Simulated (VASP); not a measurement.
NbAg4:

```
Nb Ag
1.0
     3.15639    0.00000    0.00000
    -1.57820    2.73352    0.00000
     0.00000    0.00000   10.14932
Nb Ag
1 4
Direct
  0.00000 0.00000 0.00000
  0.33333 0.66667 0.86586
  0.33333 0.66667 0.37680
  0.66667 0.33333 0.13414
  0.66667 0.33333 0.62320
```

The cell was built from a structure type or drawn by symmetry, and may not be a known phase.

```yaml
Program: VASP 6.6.1
Task: relaxation of cell and atoms
Functional: PBE
Potentials_or_basis: VASP PAW PBE potentials, release 64 (Nb_sv, Ag)
Cutoff: 600 eV
k_mesh: 6 × 6 × 2
Occupations: gaussian, width 0.1 eV
Spin: no spin polarisation
```

At the start: pressure 50.2 GPa; volume 17.51 Å³/atom.

Q: How do energy, volume and symmetry change on relaxing?

A: Over 24 steps the energy falls by 1736.8 meV/atom and the volume is 17.77 Å³/atom (+1.5 %); space group P-3m1 (No. 164, to 0.1 Å) before and after.

The path:
| step | energy change (eV) | largest force (eV/Å) | pressure (GPa) | volume (Å³) |
| --- | --- | --- | --- | --- |
| 1 | 0.0000 | 11.5819 | 50.17 | 87.57 |
| 2 | -1.6335 | 0.5687 | -11.81 | 177.07 |
| 3 | -5.7299 | 1.1951 | -7.52 | 121.01 |
| 4 | -5.8052 | 1.5231 | -6.07 | 117.96 |
| 5 | -5.8337 | 2.0068 | -3.76 | 114.08 |
| 6 | -5.8349 | 1.9291 | -4.14 | 114.66 |
| 7 | -6.4909 | 1.8371 | -3.86 | 108.23 |
| 8 | -8.0452 | 1.3758 | 3.09 | 90.17 |
| 9 | -7.9584 | 2.2531 | 11.22 | 84.55 |
| 10 | -8.0745 | 1.6137 | 5.16 | 88.38 |
| 11 | -8.3826 | 1.3630 | 3.49 | 88.37 |
| 12 | -8.4149 | 1.1742 | 3.52 | 88.20 |
| 13 | -8.4231 | 1.2282 | 3.40 | 88.26 |
| 14 | -8.5450 | 0.7671 | -0.91 | 91.07 |
| 15 | -8.5623 | 0.5655 | -2.92 | 92.70 |
| 16 | -8.6252 | 0.4357 | -1.39 | 90.99 |
| 17 | -8.6508 | 0.2561 | 0.74 | 89.09 |
| 18 | -8.6608 | 0.2373 | 0.16 | 89.45 |
| 19 | -8.6663 | 0.2701 | -0.62 | 89.99 |
| 20 | -8.6744 | 0.2321 | 0.00 | 89.33 |
| 21 | -8.6770 | 0.1964 | 0.61 | 88.74 |
| 22 | -8.6826 | 0.0910 | -0.28 | 89.30 |
| 23 | -8.6827 | 0.0884 | -0.36 | 89.36 |
| 24 | -8.6838 | 0.0336 | 0.18 | 88.87 |

Final structure:
```xyz
5
Lattice="2.9140 0.0000 0.0000 -1.4570 2.5236 0.0000 0.0000 0.0000 12.0846" Properties=species:S:1:pos:R:3 pbc="T T T"
Nb    2.9140    0.0000    0.0000
Ag    0.0000    1.6824    9.6275
Ag    0.0000    1.6824    4.8529
Ag    1.4570    0.8412    2.4571
Ag    1.4570    0.8412    7.2317
```

Caveat: the k points lie up to 0.41 Å⁻¹ apart in the final cell, too coarse for converged energies and pressures of a metal; a cell axis changed by over 15 % at a fixed basis, so the end point is rough.
